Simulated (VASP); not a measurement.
# ZrS2 (P-3m1) in VASP: further runs

ZrS2 is run at these levels: LDA; tasks: vibrations by perturbation theory.

All numbers are computed with VASP 6.6.1; they aren't measurements. Logs are shortened: lines on timing, memory, paths and dates and some standing lists are left out, and cuts for length are marked.

## Step 1: The cell of the first run

Symmetry: P-3m1, No. 164, trigonal system. The conventional cell has a = 3.361 Å, b = 3.361 Å, c = 5.149 Å, α = 90.00°, β = 90.00°, γ = 120.00°. Within 3.4 Å of Zr (site symmetry -3m) lie 6 S at 2.46 Å and 6 Zr at 3.36 Å. Within 3.4 Å of S (site symmetry 3m) lie 3 Zr at 2.46 Å and 9 S at 2.87 to 3.36 Å.

## Step 2: Vibrations by perturbation theory, LDA

The input, INCAR:

```
PREC     = Accurate       # precision mode
ENCUT    = 500            # plane-wave cutoff, eV
EDIFF    = 1E-8           # SCF threshold, eV
ISMEAR   = -1             # smearing method
SIGMA    = 0.15           # smearing width, eV
LREAL    = False          # projectors in reciprocal space
LASPH    = True           # aspherical terms in the spheres
NELM     = 120            # most SCF steps
ALGO     = Normal         # electronic algorithm
ISIF     = 2              # what is computed and relaxed
LWAVE    = False          # write WAVECAR
LCHARG   = False          # write CHGCAR
IBRION   = 8              # ionic algorithm
NSW      = 1              # ionic steps
GGA_COMPAT= False
```

The input, KPOINTS:

```
regular mesh
0
Gamma
  12 12 8
```

The input, POSCAR:

```
ZrS2
1.0
    3.3610091529      0.0000000000      0.0000000000
   -1.6805045764      2.9107193088      0.0000000000
    0.0000000000      0.0000000000      5.1488795289
Zr S
1 2
Direct
    0.0000000000      0.0000000000      0.0000000000
    0.3333333333      0.6666666667      0.2943263809
    0.6666666667      0.3333333333      0.7056736191
```

Potentials or basis: VASP PAW LDA potentials, release 64 (Zr_sv, S).

On the command line:

```console
cat potpaw_LDA.64/Zr_sv/POTCAR potpaw_LDA.64/S/POTCAR > POTCAR
mpirun -np 1 vasp_std > vasp.out
```

OUTCAR:

```text
PREC = Accurate
   ENCUT = 500
   EDIFF = 1E-8
   ISMEAR = -1
   LREAL = False
   LASPH = True
   NELM = 120
   ISIF = 2
   IBRION = 8
   NSW = 1

 ion  position               nearest neighbor table
   1  0.000  0.000  0.000-   2 2.46   3 2.46   3 2.46   2 2.46   3 2.46   2 2.46
   2  0.333  0.667  0.294-   1 2.46   1 2.46   1 2.46
   3  0.667  0.333  0.706-   1 2.46   1 2.46   1 2.46

  LATTYP: Found a hexagonal cell.
 ALAT       =     3.3610091529
 C/A-ratio  =     1.5319445127

  Lattice vectors:

 A1 = (   3.3610091529,   0.0000000000,   0.0000000000)
 A2 = (  -1.6805045764,   2.9107193088,   0.0000000000)
 A3 = (   0.0000000000,   0.0000000000,   5.1488795289)

Analysis of symmetry for initial positions (statically):
=====================================================================
 Subroutine PRICEL returns:
 Original cell was already a primitive cell.

 Routine SETGRP: Setting up the symmetry group for a
 hexagonal supercell.

 Subroutine GETGRP returns: Found 12 space group operations
 (whereof 12 operations were pure point group operations)
 out of a pool of 24 trial point group operations.

The static configuration has the point symmetry D_3d.

Analysis of symmetry for dynamics (positions and initial velocities):
=====================================================================
 Subroutine PRICEL returns:
 Original cell was already a primitive cell.

 Routine SETGRP: Setting up the symmetry group for a
 hexagonal supercell.

 Subroutine GETGRP returns: Found 12 space group operations
 (whereof 12 operations were pure point group operations)
 out of a pool of 24 trial point group operations.

The dynamic configuration has the point symmetry D_3d.

 Subroutine INISYM returns: Found 12 space group operations
 (whereof 12 operations are pure point group operations),
 and found     1 'primitive' translations

----------------------------------------------------------------------------------------

                                     Primitive cell

  volume of cell :      50.3713

  direct lattice vectors                    reciprocal lattice vectors
     3.361009153  0.000000000  0.000000000     0.297529687  0.171778845  0.000000000
    -1.680504576  2.910719309  0.000000000     0.000000000  0.343557689  0.000000000
     0.000000000  0.000000000  5.148879529     0.000000000  0.000000000  0.194217013

  length of vectors
     3.361009153  3.361009153  5.148879529     0.343557689  0.343557689  0.194217013

  position of ions in fractional coordinates (direct lattice)
     0.000000000  0.000000000  0.000000000
     0.333333333  0.666666667  0.294326381
     0.666666667  0.333333333  0.705673619

  ion indices of the primitive-cell ions
   primitive index   ion index
                 1           1
                 2           2
                 3           3

----------------------------------------------------------------------------------------

 KPOINTS: regular mesh

Automatic generation of k-mesh.
 Grid dimensions read from file:
 generate k-points for:   12   12    8

 Generating k-lattice:

  Cartesian coordinates                     Fractional coordinates (reciprocal lattice)
     0.024794141  0.014314904  0.000000000     0.083333333  0.000000000  0.000000000
     0.000000000  0.028629807  0.000000000     0.000000000  0.083333333  0.000000000
     0.000000000  0.000000000  0.024277127     0.000000000  0.000000000  0.125000000

[... 95 lines left out ...]

 number of electron      24.0000000 magnetization

 Free energy of the ion-electron system (eV)
  ---------------------------------------------------
  ext. energy  EPLUGINS =         0.00000000
  ---------------------------------------------------
  free energy    TOTEN  =       -22.83992005 eV

  energy without entropy =      -22.80281228  energy(sigma->0) =      -22.82136617

 E-fermi :   8.5118     XC(G=0): -11.5012

 val. band max:        8.4331798394   @ k =   0.0000   0.0000   0.1250
 cond. band min:       8.5231706494   @ k =   0.0000   0.0000   0.1250
 fundamental gap:      0.0899908100
 Fermi energy:         8.5118326933

 k-point     1 :       0.0000    0.0000    0.0000
  band No.  band energies     occupation
      1     -39.7395      2.00000
      2     -18.1730      2.00000
      3     -17.7911      2.00000
      4     -17.7911      2.00000
      5      -6.0421      2.00000
      6      -2.8706      2.00000
[... 433 lines left out ...]
      3     -17.9629      2.00000
      4     -17.8268      2.00000
      5      -5.5756      2.00000
      6      -3.1227      2.00000
[... 8 lines left out ...]
     15      11.0601      0.00000
     16      12.6436      0.00000

 [... further k-points ...]

------------------------ aborting loop because EDIFF is reached ----------------------------------------

  FORCE on cell =-STRESS in cart. coord.  units (eV):
  Direction    XX          YY          ZZ          XY          YZ          ZX
  --------------------------------------------------------------------------------------
  -------------------------------------------------------------------------------------
  Total        5.6897162      5.6897162      5.7150668      0.0000000      0.0000000      0.0000000
  in kB      180.9749381    180.9749381    181.7812743      0.0000000      0.0000000      0.0000000
  external PRESSURE =     181.2437168 kB  Pullay stress =       0.0000000 kB

 VOLUME and BASIS-vectors are now :
 -----------------------------------------------------------------------------
  energy-cutoff  :      500.00
  volume of cell :       50.37
      direct lattice vectors                 reciprocal lattice vectors
     3.361009153  0.000000000  0.000000000     0.297529687  0.171778845  0.000000000
    -1.680504576  2.910719309  0.000000000     0.000000000  0.343557689  0.000000000
     0.000000000  0.000000000  5.148879529     0.000000000  0.000000000  0.194217013

 POSITION                                       TOTAL-FORCE (eV/Angst)
 -----------------------------------------------------------------------------------
      0.00000      0.00000      0.00000        -0.000000      0.000000      0.000000
     -0.00000      1.94048      1.51545         0.000000      0.000000      0.015154
      1.68050      0.97024      3.63343        -0.000000      0.000000     -0.015154
 -----------------------------------------------------------------------------------
    total drift:                               -0.000000     -0.000000      0.000000

  FREE ENERGIE OF THE ION-ELECTRON SYSTEM (eV)
  ---------------------------------------------------
  free  energy   TOTEN  =       -22.8399200542 eV

  energy  without entropy=      -22.8028122785  energy(sigma->0) =      -22.82136617

[... ionic steps 2 to 3 ...]

--------------------------------------- Ionic step        4  -------------------------------------------

------------------------ aborting loop because EDIFF is reached ----------------------------------------
[... 11 lines left out ...]
[... ionic steps 8 to 8 ...]

--------------------------------------- Ionic step        9  -------------------------------------------

 Free energy of the ion-electron system (eV)
  ---------------------------------------------------
  ---------------------------------------------------
  free energy    TOTEN  =        -0.12371123 eV

  energy without entropy =       -0.12368498

------------------------ aborting loop because EDIFF is reached ----------------------------------------

 INTERNAL STRAIN TENSOR  FOR ION    2  DIRECTION 3   (eV/Angst):
 -----------------------------------------------------------------------------
   -13.05969 -0.00000 -0.00000
    -0.00000-13.05969 -0.00000
     0.00000  0.00000-13.38679

 INTERNAL STRAIN TENSOR FOR ION    3 for displacements in x,y,z  (eV/Angst):
          X           Y           Z          XY          YZ          ZX
  --------------------------------------------------------------------------------
  x    -0.00000     0.00000     0.00000    -5.52194     0.00000    10.67696
  y    -5.52194     5.52194     0.00000     0.00000    11.81364     0.00000
  z    13.05969    13.05969    13.38679     0.00000     0.00000     0.00000

 SECOND DERIVATIVES (NOT SYMMETRIZED)
 ------------------------------------
               1X          1Y          1Z          2X          2Y          2Z          3X          3Y          3Z
  1X    -6.554430   -0.000000    0.000000    3.277215    0.000000    0.000000    3.277215    0.000000    0.000000
  1Y    -0.000000   -6.554430    0.000000    0.000000    3.277215    0.000000    0.000000    3.277215    0.000000
  1Z     0.000000    0.000000  -21.412204    0.000000    0.000000   10.706102    0.000000    0.000000   10.706102
  2X     3.259742    0.000000    0.000000   -5.962175   -0.000000   -0.000000    2.702433    0.000000   -0.000000
  2Y     0.000000    3.259742    0.000000   -0.000000   -5.962175   -0.000000    0.000000    2.702433    0.000000
  2Z     0.000000   -0.000000   10.708343   -0.000000   -0.000000  -14.635229   -0.000000    0.000000    3.926886
  3X     3.259742    0.000000    0.000000    2.702433    0.000000   -0.000000   -5.962175   -0.000000   -0.000000
  3Y     0.000000    3.259742    0.000000    0.000000    2.702433    0.000000   -0.000000   -5.962175   -0.000000
  3Z     0.000000   -0.000000   10.708343   -0.000000    0.000000    3.926886   -0.000000   -0.000000  -14.635229

 Eigenvectors and eigenvalues of the dynamical matrix
 ----------------------------------------------------

   1 f  =   11.894387 THz    74.734638 2PiTHz  396.754044 cm-1    49.191210 meV
             X         Y         Z           dx          dy          dz
      0.000000  0.000000  0.000000     0.000000    0.000000   -0.000000
     -0.000000  1.940480  1.515451     0.000000    0.000000   -0.707107
      1.680505  0.970240  3.633428    -0.000000   -0.000000    0.707107
[... 43 lines left out ...]
   9 f/i=    0.008574 THz     0.053870 2PiTHz    0.285986 cm-1     0.035458 meV
             X         Y         Z           dx          dy          dz
      0.000000  0.000000  0.000000     0.102739    0.758513   -0.000000
     -0.000000  1.940480  1.515451     0.061075    0.450912   -0.000000
      1.680505  0.970240  3.633428     0.061075    0.450912   -0.000000

--------------------------------------------------------------------------------------------------------

 ELASTIC MODULI CONTR FROM IONIC RELAXATION (kBar)
 Direction    XX          YY          ZZ          XY          YZ          ZX
 --------------------------------------------------------------------------------
 XX        -808.3841   -360.6477   -599.1560     -0.0000    478.9435      0.0000
 YY        -360.6477   -808.3841   -599.1560     -0.0000   -478.9435     -0.0000
 ZZ        -599.1560   -599.1560   -614.1628     -0.0000      0.0000      0.0000
 XY          -0.0000     -0.0000     -0.0000   -223.8682     -0.0000    432.8610
 YZ         478.9435   -478.9435      0.0000     -0.0000  -1024.6516     -0.0000
 ZX           0.0000     -0.0000      0.0000    432.8610     -0.0000   -836.9597
 --------------------------------------------------------------------------------
```

Wall time 19 min (1 thread of Intel Xeon 6975P-C (Granite Rapids), shared host); peak memory 0.92 GiB.

What came out:

```
Highest phonon frequency at Γ, LO-TO splitting left out : 397 cm⁻¹
```

Phonon frequencies in cm⁻¹ (negative: imaginary):
```csv
q point,frequencies
"(0.000, 0.000, 0.000)",0 0 0 217 217 271 271 393 397
```

Caveat: the cell stands under pressure or tension, which shifts response properties.

## Step 3: Vibrations by perturbation theory, LDA

This run uses another cell than the first one, of 18.67 Å³/atom.

The input, INCAR:

```
PREC = Accurate
ENCUT = 500
EDIFF = 1E-8
ISMEAR = -1
SIGMA = 0.15
LREAL = F
LASPH = T
NELM = 120
ALGO = Normal
ISIF = 2
LWAVE = F
LCHARG = T
NBANDS = 19
IBRION = 8
NSW = 1
GGA_COMPAT = F
```

KPOINTS is that of step 2.

The input, POSCAR:

```
ZrS2
1.0
    3.4892375343      0.0000000000      0.0000000000
   -1.7446187671      3.0217683445      0.0000000000
    0.0000000000      0.0000000000      5.3123280026
Zr S
1 2
Direct
    0.0000000000      0.0000000000      0.0000000000
    0.3333333333      0.6666666667      0.2787806830
    0.6666666667      0.3333333333      0.7212193170
```

Potentials or basis: VASP PAW LDA potentials, release 64 (Zr_sv, S).

On the command line:

```console
cat potpaw_LDA.64/Zr_sv/POTCAR potpaw_LDA.64/S/POTCAR > POTCAR
mpirun -np 1 vasp_std > vasp.out
```

OUTCAR:

```text
PREC = Accurate
   ENCUT = 500
   EDIFF = 1E-8
   ISMEAR = -1
   LREAL = F
   LASPH = T
   NELM = 120
   ISIF = 2
   IBRION = 8
   NSW = 1

 ion  position               nearest neighbor table
   1  0.000  0.000  0.000-   2 2.50   3 2.50   2 2.50   3 2.50   3 2.50   2 2.50
   2  0.333  0.667  0.279-   1 2.50   1 2.50   1 2.50
   3  0.667  0.333  0.721-   1 2.50   1 2.50   1 2.50

  LATTYP: Found a hexagonal cell.
 ALAT       =     3.4892375343
 C/A-ratio  =     1.5224896415

  Lattice vectors:

 A1 = (   3.4892375343,   0.0000000000,   0.0000000000)
 A2 = (  -1.7446187671,   3.0217683445,   0.0000000000)
 A3 = (   0.0000000000,   0.0000000000,   5.3123280026)

Analysis of symmetry for initial positions (statically):
=====================================================================
 Subroutine PRICEL returns:
 Original cell was already a primitive cell.

 Routine SETGRP: Setting up the symmetry group for a
 hexagonal supercell.

 Subroutine GETGRP returns: Found 12 space group operations
 (whereof 12 operations were pure point group operations)
 out of a pool of 24 trial point group operations.

The static configuration has the point symmetry D_3d.

Analysis of symmetry for dynamics (positions and initial velocities):
=====================================================================
 Subroutine PRICEL returns:
 Original cell was already a primitive cell.

[... 730 lines left out ...]

--------------------------------------- Ionic step        4  -------------------------------------------

------------------------ aborting loop because EDIFF is reached ----------------------------------------
[... 11 lines left out ...]
[... ionic steps 8 to 8 ...]

--------------------------------------- Ionic step        9  -------------------------------------------

 Free energy of the ion-electron system (eV)
  ---------------------------------------------------
  ---------------------------------------------------
  free energy    TOTEN  =        -0.12262025 eV

  energy without entropy =       -0.12260093

------------------------ aborting loop because EDIFF is reached ----------------------------------------

 INTERNAL STRAIN TENSOR  FOR ION    2  DIRECTION 3   (eV/Angst):
 -----------------------------------------------------------------------------
   -11.51336 -0.00000 -0.00000
    -0.00000-11.51336  0.00000
    -0.00000 -0.00000-14.62401

 INTERNAL STRAIN TENSOR FOR ION    3 for displacements in x,y,z  (eV/Angst):
          X           Y           Z          XY          YZ          ZX
  --------------------------------------------------------------------------------
  x    -0.00000     0.00000    -0.00000    -4.83347     0.00000    10.38558
  y    -4.83347     4.83347     0.00000     0.00000    11.51219     0.00000
  z    11.51336    11.51336    14.62401     0.00000     0.00000    -0.00000

 SECOND DERIVATIVES (NOT SYMMETRIZED)
 ------------------------------------
               1X          1Y          1Z          2X          2Y          2Z          3X          3Y          3Z
  1X    -5.216661   -0.000000    0.000000    2.608331    0.000000    0.000000    2.608331    0.000000    0.000000
  1Y    -0.000000   -5.216661    0.000000    0.000000    2.608331    0.000000    0.000000    2.608331    0.000000
  1Z     0.000000   -0.000000  -17.604550   -0.000000    0.000000    8.802275   -0.000000    0.000000    8.802275
  2X     2.600160    0.000000   -0.000000   -5.418608   -0.000000    0.000000    2.818448    0.000000    0.000000
  2Y     0.000000    2.600160    0.000000   -0.000000   -5.418608    0.000000    0.000000    2.818448    0.000000
  2Z    -0.000000    0.000000    8.802368    0.000000    0.000000  -11.895968    0.000000    0.000000    3.093600
  3X     2.600160    0.000000   -0.000000    2.818448    0.000000    0.000000   -5.418608   -0.000000    0.000000
  3Y     0.000000    2.600160    0.000000    0.000000    2.818448    0.000000   -0.000000   -5.418608    0.000000
  3Z    -0.000000    0.000000    8.802368    0.000000    0.000000    3.093600    0.000000    0.000000  -11.895968

 Eigenvectors and eigenvalues of the dynamical matrix
 ----------------------------------------------------

   1 f  =   10.688988 THz    67.160895 2PiTHz  356.546276 cm-1    44.206084 meV
             X         Y         Z           dx          dy          dz
      0.000000  0.000000  0.000000     0.000000    0.000000   -0.642498
     -0.000000  2.014512  1.480974     0.000000    0.000000    0.541847
      1.744619  1.007256  3.831354    -0.000000   -0.000000    0.541847
[... 43 lines left out ...]
   9 f/i=    0.004491 THz     0.028217 2PiTHz    0.149802 cm-1     0.018573 meV
             X         Y         Z           dx          dy          dz
      0.000000  0.000000  0.000000    -0.035485   -0.764966    0.000000
     -0.000000  2.014512  1.480974    -0.021072   -0.454246    0.000000
      1.744619  1.007256  3.831354    -0.021072   -0.454246    0.000000

--------------------------------------------------------------------------------------------------------

 ELASTIC MODULI CONTR FROM IONIC RELAXATION (kBar)
 Direction    XX          YY          ZZ          XY          YZ          ZX
 --------------------------------------------------------------------------------
 XX        -668.1757   -343.6573   -642.6040     -0.0000    386.4635      0.0000
 YY        -343.6573   -668.1757   -642.6040     -0.0000   -386.4635     -0.0000
 ZZ        -642.6040   -642.6040   -816.2214     -0.0000     -0.0000      0.0000
 XY          -0.0000     -0.0000     -0.0000   -162.2592     -0.0000    348.6433
 YZ         386.4635   -386.4635     -0.0000     -0.0000   -920.4656     -0.0000
 ZX           0.0000     -0.0000      0.0000    348.6433     -0.0000   -749.1234
 --------------------------------------------------------------------------------
```

stdout:

```text
POSCAR found type information on POSCAR ZrS
 POSCAR found :  2 types and       3 ions
 scaLAPACK will be used
 LDA part: xc-table for (Slater(with rela. corr.)+CA(PZ))
 , standard interpolation
 POSCAR, INCAR and KPOINTS ok, starting setup
 FFT: planning ... GRIDC
 FFT: planning ... GRID_SOFT
 FFT: planning ... GRID
 WAVECAR not read
 entering main loop
 Linear response reoptimize wavefunctions to high precision
 Linear response DOF=           4
 Linear response progress:
 first order change of Fermi-energy   0.58179E-04
 force on displaced ion       1 direction 1 :  -5.217   0.000   0.000
 Linear response progress:
 first order change of Fermi-energy   0.88270E-05
 force on displaced ion       1 direction 3 :  -0.000  -0.000 -17.605
 Linear response progress:
 first order change of Fermi-energy  -0.72729E-05
 force on displaced ion       2 direction 1 :  -5.419   0.001   0.000
 Linear response progress:
 first order change of Fermi-energy   0.34761E-01
 force on displaced ion       2 direction 3 :  -0.000   0.000 -11.896
 Linear response finished
```

It took 28 min on 1 thread of Intel Xeon Platinum 8488C (Sapphire Rapids), shared host; peak memory 1.1 GiB.

What came out:

```yaml
Highest_phonon_frequency_at_Γ_LO-TO_splitting_left_out: 357 cm⁻¹
```

Phonon frequencies in cm⁻¹ (negative: imaginary):
| q point | frequencies |
| --- | --- |
| (0.000, 0.000, 0.000) | 0 0 0 194 194 264 264 357 357 |

Caveat: the cell stands under pressure or tension, which shifts response properties.
